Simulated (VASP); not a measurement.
# AlN (P6_3mc) in VASP: a series of runs

AlN is run at these levels: PBE; tasks: single point, relaxation of cell and atoms.

All numbers are computed with VASP 6.6.1; they aren't measurements. Logs are shortened: lines on timing, memory, paths and dates and some standing lists are left out, and cuts for length are marked.

### Step 1. The cell of the first run

Symmetry: P6_3mc, No. 186, hexagonal system. Conventional cell: a = 3.130 Å, b = 3.130 Å, c = 5.018 Å, α = 90.00°, β = 90.00°, γ = 120.00°. Within 2.5 Å of Al (site symmetry 3m) lie 4 N at 1.90 to 1.91 Å. N (site symmetry 3m) has 4 Al at 1.90 to 1.91 Å within 2.5 Å.

### Step 2. Single point, PBE

Contents of INCAR:

```
SYSTEM = AlN
PREC     = Accurate       ! precision mode
ENCUT    = 520            ! plane-wave cutoff, eV
EDIFF    = 1E-6           ! SCF threshold, eV
ISMEAR   = 0              ! smearing method
SIGMA    = 0.01           ! smearing width, eV
LREAL    = .False.        ! projectors in reciprocal space
LASPH    = .True.         ! aspherical terms in the spheres
NELM     = 100            ! most SCF steps
ALGO     = Normal         ! electronic algorithm
ISIF     = 2              ! what is computed and relaxed
LWAVE    = .False.        ! write WAVECAR
LCHARG   = .False.        ! write CHGCAR
GGA      = PE             ! functional
NBANDS   = 16             ! bands
```

Contents of KPOINTS:

```
Automatic mesh
0
Gamma
  8 8 5
  0 0 0
```

Contents of POSCAR:

```
AlN
1.0
    3.1302729517      0.0000000000      0.0000000000
   -1.5651364758      2.7108958969      0.0000000000
    0.0000000000      0.0000000000      5.0179568193
Al N
2 2
Direct
    0.3333333333      0.6666666667      0.0002259939
    0.6666666667      0.3333333333      0.5002259939
    0.3333333333      0.6666666667      0.3817740061
    0.6666666667      0.3333333333      0.8817740061
```

Potentials or basis: VASP PAW PBE potentials, release 64 (Al, N).

Started as:

```sh
> cat potpaw_PBE.64/Al/POTCAR potpaw_PBE.64/N/POTCAR > POTCAR
> mpirun -np 1 vasp_std > vasp.out
```

OUTCAR:

```text
SYSTEM = AlN
   PREC = Accurate
   ENCUT = 520
   EDIFF = 1E-6
   ISMEAR = 0
   LREAL = .False.
   LASPH = .True.
   NELM = 100
   ISIF = 2
   GGA = PE

 ion  position               nearest neighbor table
   1  0.333  0.667  0.000-   4 1.90   4 1.90   4 1.90   3 1.91   2 3.09   2 3.09   2 3.09   2 3.09
                             2 3.09   2 3.09
   2  0.667  0.333  0.500-   3 1.90   3 1.90   3 1.90   4 1.91   1 3.09   1 3.09   1 3.09   1 3.09
                             1 3.09   1 3.09
   3  0.333  0.667  0.382-   2 1.90   2 1.90   2 1.90   1 1.91
   4  0.667  0.333  0.882-   1 1.90   1 1.90   1 1.90   2 1.91

  LATTYP: Found a hexagonal cell.
 ALAT       =     3.1302729517
 C/A-ratio  =     1.6030412992

  Lattice vectors:

 A1 = (   3.1302729517,   0.0000000000,   0.0000000000)
 A2 = (  -1.5651364758,   2.7108958969,   0.0000000000)
 A3 = (   0.0000000000,   0.0000000000,   5.0179568193)

Analysis of symmetry for initial positions (statically):
=====================================================================
 Subroutine PRICEL returns:
 Original cell was already a primitive cell.

 Routine SETGRP: Setting up the symmetry group for a
 hexagonal supercell.

 Subroutine GETGRP returns: Found 12 space group operations
 (whereof  6 operations were pure point group operations)
 out of a pool of 24 trial point group operations.

The static configuration has the point symmetry C_3v.
 The point group associated with its full space group is C_6v.

Analysis of symmetry for dynamics (positions and initial velocities):
=====================================================================
 Subroutine PRICEL returns:
 Original cell was already a primitive cell.

 Routine SETGRP: Setting up the symmetry group for a
 hexagonal supercell.

 Subroutine GETGRP returns: Found 12 space group operations
 (whereof  6 operations were pure point group operations)
 out of a pool of 24 trial point group operations.

The dynamic configuration has the point symmetry C_3v.
 The point group associated with its full space group is C_6v.

 Subroutine INISYM returns: Found 12 space group operations
 (whereof  6 operations are pure point group operations),
 and found     1 'primitive' translations

----------------------------------------------------------------------------------------

                                     Primitive cell

  volume of cell :      42.5816

  direct lattice vectors                    reciprocal lattice vectors
     3.130272952  0.000000000  0.000000000     0.319460959  0.184440871  0.000000000
    -1.565136476  2.710895897  0.000000000     0.000000000  0.368881742  0.000000000
     0.000000000  0.000000000  5.017956819     0.000000000  0.000000000  0.199284298

  length of vectors
     3.130272952  3.130272952  5.017956819     0.368881742  0.368881742  0.199284298

  position of ions in fractional coordinates (direct lattice)
     0.333333333  0.666666667  0.000225994
     0.666666667  0.333333333  0.500225994
     0.333333333  0.666666667  0.381774006
     0.666666667  0.333333333  0.881774006

  ion indices of the primitive-cell ions
   primitive index   ion index
                 1           1
                 2           2
                 3           3
                 4           4

----------------------------------------------------------------------------------------

 KPOINTS: Automatic mesh

Automatic generation of k-mesh.
 Grid dimensions read from file:
 generate k-points for:    8    8    5

 Generating k-lattice:

  Cartesian coordinates                     Fractional coordinates (reciprocal lattice)
     0.039932620  0.023055109  0.000000000     0.125000000  0.000000000  0.000000000
     0.000000000  0.046110218  0.000000000     0.000000000  0.125000000  0.000000000
     0.000000000  0.000000000  0.039856860     0.000000000  0.000000000  0.200000000

  Length of vectors
     0.046110218  0.046110218  0.039856860

  Shift w.r.t. Gamma in fractional coordinates (k-lattice)
     0.000000000  0.000000000  0.000000000

 Subroutine IBZKPT returns following result:
 ===========================================

 Found     30 irreducible k-points:

 Following reciprocal coordinates:
            Coordinates               Weight
  0.000000  0.000000  0.000000      1.000000
  0.125000 -0.000000  0.000000      6.000000
  0.250000 -0.000000  0.000000      6.000000
  0.375000 -0.000000  0.000000      6.000000
  0.500000 -0.000000  0.000000      3.000000
  0.125000  0.125000  0.000000      6.000000
[... 16 lines left out ...]
  0.250000 -0.000000  0.400000     12.000000
  0.375000 -0.000000  0.400000     12.000000
 [... further k-points ...]
   k-points           NKPTS =     30   k-points in BZ     NKDIM =     30   number of bands    NBANDS=     16
   number of dos      NEDOS =    301   number of ions     NIONS =      4
   total plane-waves  NPLWV =  23040
   dimension x,y,z NGX =    24 NGY =   24 NGZ =   40
   dimension x,y,z NGXF=    48 NGYF=   48 NGZF=   80
   ions per type =               2   2
   NGX,Y,Z   is equivalent  to a cutoff of  12.75, 12.75, 13.25 a.u.
   NGXF,Y,Z  is equivalent  to a cutoff of  25.49, 25.49, 26.50 a.u.
 SYSTEM =  AlN
   PREC   = accura    normal or accurate (medium, high low for compatibility)
   ISTART =      0    job   : 0-new  1-cont  2-samecut
   ICHARG =      2    charge: 1-file 2-atom 10-const
   ISPIN  =      1    spin polarized calculation?
   LNONCOLLINEAR =      F non collinear calculations
   LSORBIT =      F    spin-orbit coupling
   LASPH  =      T    aspherical Exc in radial PAW
   ENCUT  =  520.0 eV  38.22 Ry    6.18 a.u.   5.82  5.82  9.33*2*pi/ulx,y,z
   NELM   =    100;   NELMIN=  2; NELMDL= -5     # of ELM steps
   EDIFF  = 0.1E-05   stopping-criterion for ELM
   LREAL  =      F    real-space projection
   EDIFFG = 0.1E-04   stopping-criterion for IOM
   NSW    =      0    number of steps for IOM
   IBRION =     -1    ionic relax: 0-MD 1-quasi-New 2-CG
   NFREE  =      0    steps in history (QN), initial steepest desc. (CG)
   ISIF   =      2    stress and relaxation
   ISYM   =      2    0-nonsym 1-usesym 2-fastsym
   POTIM  = 0.5000    time-step for ionic-motion
   TEBEG  =    0.0;   TEEND  =   0.0 temperature during run
   PSTRESS=    0.0 pullay stress
   NELECT =      16.0000    total number of electrons
   NUPDOWN=      -1.0000    fix difference up-down
   EMIN   =  10.00;   EMAX   =-10.00  energy-range for DOS
   EFERMI =   0.00;   METHOD = LEGACY
   ISMEAR =     0;   SIGMA  =   0.01  broadening in eV -4-tet -1-fermi 0-gaus
   EFERMI_NEDOS =   21; number of points for ismear=-14 and -15
   IALGO  =     38    algorithm
   IMIX   =      4    mixing-type and parameters
     AMIX     =   0.40;   BMIX     =  1.00
     AMIX_MAG =   1.60;   BMIX_MAG =  1.00
  volume/ion in A,a.u.               =      10.65        71.84
  Fermi-wavevector in a.u.,A,eV,Ry     =   1.181338  2.232405 18.987739  1.395559
  Thomas-Fermi vector in A             =   2.317613
   LORBIT       =      0    0 simple, 1 ext, 2 COOP (PROOUT), +10 PAW based schemes
   GGA     = PE    functional components
   LHFCALC =     F    Hartree Fock is set to
   AEXX    =    0.0000 exact exchange contribution
   IVDW    =     0    specifies the selected vdW correction
   LEPSILON=     F    determine dielectric tensor
   LRPA    =     F    only Hartree local field effects (RPA)
 non-spin polarized calculation
 Gauss-broadening in eV      SIGMA  =   0.01
  energy-cutoff  :      520.00
  volume of cell :       42.58
 maximum number of plane-waves:      1160
 NGX is ok and might be reduce to    24

 number of electron      15.9999998 magnetization

 Free energy of the ion-electron system (eV)
  ---------------------------------------------------
  ext. energy  EPLUGINS =         0.00000000
  ---------------------------------------------------
  free energy    TOTEN  =       -29.78042918 eV

  energy without entropy =      -29.78042918  energy(sigma->0) =      -29.78042918

 E-fermi :   6.0069     XC(G=0): -10.8268

 val. band max:        5.9642938449   @ k =   0.0000   0.0000   0.0000
 cond. band min:      10.0071835872   @ k =   0.0000   0.0000   0.0000
 fundamental gap:      4.0428897423
 Fermi energy:         6.0069326062

 k-point     1 :       0.0000    0.0000    0.0000
  band No.  band energies     occupation
      1      -9.1032      2.00000
      2      -7.0205      2.00000
      3       0.0589      2.00000
      4       5.1186      2.00000
      5       5.1186      2.00000
      6       5.7613      2.00000
[... 8 lines left out ...]
     15      18.9290      0.00000
     16      18.9290      0.00000

 k-point     2 :       0.1250   -0.0000    0.0000
  band No.  band energies     occupation
      1      -8.9101      2.00000
      2      -6.9131      2.00000
      3       0.2912      2.00000
      4       4.2583      2.00000
      5       4.8804      2.00000
      6       4.9363      2.00000
[... 8 lines left out ...]
     15      18.6627      0.00000
     16      18.9064      0.00000

 k-point     3 :       0.2500   -0.0000    0.0000
  band No.  band energies     occupation
      1      -8.3719      2.00000
      2      -6.6600      2.00000
      3       0.9584      2.00000
      4       2.5576      2.00000
      5       3.5215      2.00000
      6       4.4229      2.00000
[... 8 lines left out ...]
     15      17.8724      0.00000
     16      19.1082      0.00000

 k-point     4 :       0.3750   -0.0000    0.0000
  band No.  band energies     occupation
      1      -7.6467      2.00000
      2      -6.4770      2.00000
      3       1.1312      2.00000
      4       1.9343      2.00000
      5       2.3391      2.00000
      6       4.0492      2.00000
[... 8 lines left out ...]
     15      18.0805      0.00000
     16      20.6268      0.00000
[... 324 lines left out ...]
 k-point    22 :       0.1250   -0.0000    0.4000
  band No.  band energies     occupation
      1      -8.3540      2.00000
      2      -7.7614      2.00000
      3       1.8987      2.00000
      4       3.2912      2.00000
      5       4.7136      2.00000
      6       5.1359      2.00000
[... 8 lines left out ...]
     15      17.8514      0.00000
     16      18.0250      0.00000

 k-point    23 :       0.2500   -0.0000    0.4000
  band No.  band energies     occupation
      1      -7.8727      2.00000
      2      -7.3568      2.00000
      3       1.6623      2.00000
      4       2.3310      2.00000
      5       3.8953      2.00000
      6       4.7729      2.00000
[... 8 lines left out ...]
     15      18.3551      0.00000
     16      18.8935      0.00000

 k-point    24 :       0.3750   -0.0000    0.4000
  band No.  band energies     occupation
      1      -7.2673      2.00000
      2      -6.9053      2.00000
      3       0.7923      2.00000
      4       1.1797      2.00000
      5       3.9636      2.00000
      6       4.4456      2.00000
[... 8 lines left out ...]
     15      18.4402      0.00000
     16      19.5957      0.00000

 [... further k-points ...]
[... 5 lines left out ...]
  --------------------------------------------------------------------------------------
  -------------------------------------------------------------------------------------
  Total       -0.0741687     -0.0741687     -0.0571101     -0.0000000      0.0000000      0.0000000
  in kB       -2.7906752     -2.7906752     -2.1488259     -0.0000000      0.0000000      0.0000000
  external PRESSURE =      -2.5767254 kB  Pullay stress =       0.0000000 kB

 VOLUME and BASIS-vectors are now :
 -----------------------------------------------------------------------------
  energy-cutoff  :      520.00
  volume of cell :       42.58
      direct lattice vectors                 reciprocal lattice vectors
     3.130272952  0.000000000  0.000000000     0.319460959  0.184440871  0.000000000
    -1.565136476  2.710895897  0.000000000     0.000000000  0.368881742  0.000000000
     0.000000000  0.000000000  5.017956819     0.000000000  0.000000000  0.199284298

 POSITION                                       TOTAL-FORCE (eV/Angst)
 -----------------------------------------------------------------------------------
     -0.00000      1.80726      0.00113         0.000000      0.000000      0.000779
      1.56514      0.90363      2.51011        -0.000000      0.000000      0.000779
     -0.00000      1.80726      1.91573        -0.000000      0.000000     -0.000779
      1.56514      0.90363      4.42470         0.000000     -0.000000     -0.000779
 -----------------------------------------------------------------------------------
    total drift:                               -0.000000      0.000000      0.000586

  FREE ENERGIE OF THE ION-ELECTRON SYSTEM (eV)
  ---------------------------------------------------
  free  energy   TOTEN  =       -29.7804291842 eV

  energy  without entropy=      -29.7804291842  energy(sigma->0) =      -29.78042918
```

It took 10 s on 1 thread of Intel Xeon Platinum 8488C (Sapphire Rapids), shared host; peak memory 0.16 GiB.

Results:

* Free energy: -29.7804 eV
* Pressure: -0.3 GPa
* Band gap on the k mesh: 4.04 eV

Levels at points of the mesh, in eV from the valence-band top:
```csv
k point,band 5,band 6,band 7,band 8,band 9,band 10,band 11,band 12
"(0.00, 0.00, 0.00)",-0.85,-0.20,-0.20,0.00,4.04,6.51,10.46,11.03
"(0.50, 0.00, 0.00)",-3.29,-2.05,-1.74,-0.68,5.76,5.76,8.02,10.14
```

### Step 3. Single point, PBE

This run uses another cell than the first one, of 10.58 Å³/atom.

Contents of INCAR:

```
SYSTEM = AlN
PREC = Accurate
ENCUT = 520
EDIFF = 1E-7
ISMEAR = 0
SIGMA = 0.01
LREAL = .False.
LASPH = .True.
NELM = 100
ALGO = Normal
ISIF = 2
LWAVE = .False.
LCHARG = .False.
GGA = PE
NBANDS = 16
```

Contents of KPOINTS:

```
regular mesh
0
Gamma
  8 8 5
  0 0 0
```

Contents of POSCAR:

```
AlN
1.0
    3.1177518598      0.0000000000      0.0000000000
   -1.5588759299      2.7000523133      0.0000000000
    0.0000000000      0.0000000000      5.0289855760
Al N
2 2
Direct
    0.3333333333      0.6666666667      0.0007642481
    0.6666666667      0.3333333333      0.5007642481
    0.3333333333      0.6666666667      0.3812357519
    0.6666666667      0.3333333333      0.8812357519
```

Potentials or basis: VASP PAW PBE potentials, release 64 (Al, N).

Started as:

```sh
> cat potpaw_PBE.64/Al/POTCAR potpaw_PBE.64/N/POTCAR > POTCAR
> mpirun -np 1 vasp_std > vasp.out
```

It took 14 s on 1 thread of Intel Xeon Platinum 8488C (Sapphire Rapids), shared host; peak memory 0.15 GiB.

Results (log left out):

```
Free energy            : -29.7789 eV
Pressure               : 0.9 GPa
Band gap on the k mesh : 4.12 eV
```

Stress tensor (GPa, compression positive):
```
 1.53  0.00  0.00
 0.00  1.53  0.00
 0.00  0.00 -0.24
```

Levels at points of the mesh, in eV from the valence-band top:
```csv
k point,band 5,band 6,band 7,band 8,band 9,band 10,band 11,band 12
"(0.00, 0.00, 0.00)",-0.78,-0.15,-0.15,0.00,4.12,6.65,10.50,11.17
"(0.50, 0.00, 0.00)",-3.28,-2.00,-1.73,-0.64,5.76,5.84,8.11,10.21
```

### Step 4. Single point, PBE

This run uses another cell than the first one, of 10.58 Å³/atom.

Contents of INCAR:

```
  PREC = Accurate
  ENCUT = 520
  EDIFF = 1E-6
  ISMEAR = 0
  SIGMA = 0.01
  LREAL = F
  LASPH = T
  NELM = 100
  ALGO = Normal
  ISIF = 2
  LWAVE = F
  LCHARG = T
  GGA = PE
  LELF = T
  LVHAR = T
  NBANDS = 16
```

Contents of KPOINTS:

```
regular mesh
0
Gamma
  8 8 5
```

Contents of POSCAR:

```
AlN
1.0
    3.1177518598      0.0000000000      0.0000000000
   -1.5588759299      2.7000523133      0.0000000000
    0.0000000000      0.0000000000      5.0279927330
Al N
2 2
Direct
    0.3333333333      0.6666666667      0.0002259939
    0.6666666667      0.3333333333      0.5002259939
    0.3333333333      0.6666666667      0.3817740061
    0.6666666667      0.3333333333      0.8817740061
```

Started as:

```sh
> cat potpaw_PBE.64/Al/POTCAR potpaw_PBE.64/N/POTCAR > POTCAR
> mpirun -np 1 vasp_std > vasp.out
```

Wall time 12 s (1 thread of Intel Xeon Platinum 8488C (Sapphire Rapids), shared host); peak memory 0.16 GiB.

The run converged. Its results:

```
Free energy            : -29.7785 eV
Pressure               : 1.0 GPa
Largest force          : 0.064 eV/Å
Band gap on the k mesh : 4.11 eV
```

Forces on the atoms (eV/Å):
```
Al   0.000  0.000  0.064
Al   0.000  0.000  0.064
N    0.000  0.000 -0.064
N    0.000  0.000 -0.064
```

Stress tensor (GPa, compression positive):
```
 1.77  0.00  0.00
 0.00  1.77  0.00
 0.00  0.00 -0.58
```

Levels at points of the mesh, in eV from the valence-band top:
```
           k point  band 6  band 7  band 8  band 9  band 10  band 11
(0.00, 0.00, 0.00)   -0.18   -0.18    0.00    4.11     6.64    10.49
(0.50, 0.00, 0.00)   -2.02   -1.73   -0.67    5.76     5.83     8.09
```

### Step 5. Relaxation of cell and atoms, PBE

This run uses another cell than the first one, of 10.43 Å³/atom.

Contents of INCAR:

```
SYSTEM = AlN
  PREC = Accurate
  ENCUT = 600
  EDIFF = 1E-6
  ISMEAR = 0
  SIGMA = 0.01
  LREAL = .False.
  LASPH = .True.
  NELM = 80
  ALGO = Normal
  ISIF = 3
  LWAVE = .False.
  LCHARG = .False.
  GGA = PE
  IBRION = 2
  NSW = 80
  EDIFFG = -0.001
```

Contents of KPOINTS:

```
Automatic mesh
0
Gamma
  8 8 5
  0 0 0
```

Contents of POSCAR:

```
AlN
1.0
    3.1100000000      0.0000000000      0.0000000000
   -1.5550000000      2.6933390058      0.0000000000
    0.0000000000      0.0000000000      4.9800000000
Al N
2 2
Direct
    0.3333333333      0.6666666667      0.0000000000
    0.6666666667      0.3333333333      0.5000000000
    0.3333333333      0.6666666667      0.3820000000
    0.6666666667      0.3333333333      0.8820000000
```

Started as:

```sh
> cat potpaw_PBE.64/Al/POTCAR potpaw_PBE.64/N/POTCAR > POTCAR
> mpirun -np 1 vasp_std > vasp.out
```

Wall time 48 s (1 thread of Intel Xeon Platinum 8488C (Sapphire Rapids), shared host); peak memory 0.18 GiB.

The run converged. Its results:

```
Free energy                           : -29.7825 eV
Relaxed volume                        : 10.62 Å³/atom
Relaxed cell                          : a = 3.128 Å, b = 3.128 Å, c = 5.015 Å, α = 90.00°, β = 90.00°, γ = 120.00°
Space group after relaxing (to 0.1 Å) : P6_3mc (No. 186)
Energy gained by relaxing             : 2.2 meV/atom
Ionic steps                           : 8
Pressure after relaxing               : 0.0 GPa
Band gap on the k mesh                : 4.06 eV
```

Step by step:
```csv
step,energy change (eV),largest force (eV/Å),pressure (GPa),volume (Å³)
1,0.0000,0.0086,3.76,41.71
2,-0.0018,0.0088,-3.13,43.21
3,-0.0089,0.0085,0.01,42.49
4,-0.0089,0.0085,-0.07,42.51
5,-0.0090,0.0086,-0.07,42.51
6,-0.0090,0.0086,-0.07,42.51
7,-0.0090,0.0048,0.06,42.48
8,-0.0090,0.0006,0.01,42.50
```

Final structure:
```xyz
4
Lattice="3.1280 0.0000 0.0000 -1.5640 2.7090 0.0000 0.0000 0.0000 5.0150" Properties=species:S:1:pos:R:3 pbc="T T T"
Al    0.0000    1.8060    0.0012
Al    1.5640    0.9030    2.5086
N     0.0000    1.8060    1.9145
N     1.5640    0.9030    4.4220
```

Levels at points of the mesh, in eV from the valence-band top:
```tsv
k point	band 5	band 6	band 7	band 8	band 9	band 10	band 11	band 12
(0.00, 0.00, 0.00)	-0.85	-0.20	-0.20	0.00	4.06	6.53	10.47	11.04
(0.50, 0.00, 0.00)	-3.30	-2.06	-1.75	-0.68	5.77	5.77	8.04	10.16
```

### Step 6. Summary

```csv
task,cell,cutoff (eV),gap on the mesh (eV),pressure (GPa)
single point,"a = 3.130, b = 3.130, c = 5.018 Å, angles 90.0, 90.0, 120.0°, 4 atoms",520,4.04,-0.3
single point,"a = 3.118, b = 3.118, c = 5.029 Å, angles 90.0, 90.0, 120.0°, 4 atoms",520,4.12,0.9
single point,"a = 3.118, b = 3.118, c = 5.028 Å, angles 90.0, 90.0, 120.0°, 4 atoms",520,4.11,1.0
relaxation of cell and atoms,"relaxed from a = 3.110, b = 3.110, c = 4.980 Å, angles 90.0, 90.0, 120.0°, 4 atoms",600,4.06,0.0
```

Some of these runs hold the atoms at other places in the same cell, which the table doesn't show; runs alike in all that it shows share one row.

Alike in all rows: level PBE; potentials or basis VASP PAW PBE potentials, release 64 (Al, N); no spin polarisation; k mesh 8 × 8 × 5; smearing gaussian 0.01 eV.

Absolute energies hang on the potentials; compare differences alone.
